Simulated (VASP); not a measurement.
Runs of VASP 6.6.1 on Sr. The structure is that of space group I4/mmm (No. 139), or close to it. The cells are those of the table. 

```csv
cell,further INCAR settings,gap on the mesh (eV),pressure (GPa)
"a = 4.460, b = 4.460, c = 5.166 Å, 2 atoms",ALGO = Fast; EDIFF = 1e-07; NBANDS = 17,none,(a)
"a = 4.810, b = 4.810, c = 4.506 Å, 2 atoms",ALGO = Fast; EDIFF = 1e-06; NBANDS = 17,none,-0.2
"a = 4.880, b = 4.880, c = 4.440 Å, 2 atoms",ALGO = Fast; EDIFF = 1e-07; NBANDS = 17,none,-0.4
"a = 4.670, b = 4.670, c = 4.880 Å, 2 atoms",ALGO = Fast; EDIFF = 1e-07; NBANDS = 17,none,-0.5
```

Alike in all rows: task single point; level PBEsol; potentials or basis VASP PAW PBE potentials, release 64 (Sr_sv); no spin polarisation; k mesh 12 × 12 × 12; cutoff (eV) 520; smearing gaussian 0.1 eV.

Problem. Estimate the missing entries.

Solution. (a) 0.0.

Caveats: the PAW data sets were made with another functional, which shifts forces and pressure a little.

A k mesh can miss the band edges, and the runs leave out spin-orbit coupling on Sr.

A gap of «none» marks levels without a gap at the run's occupations.
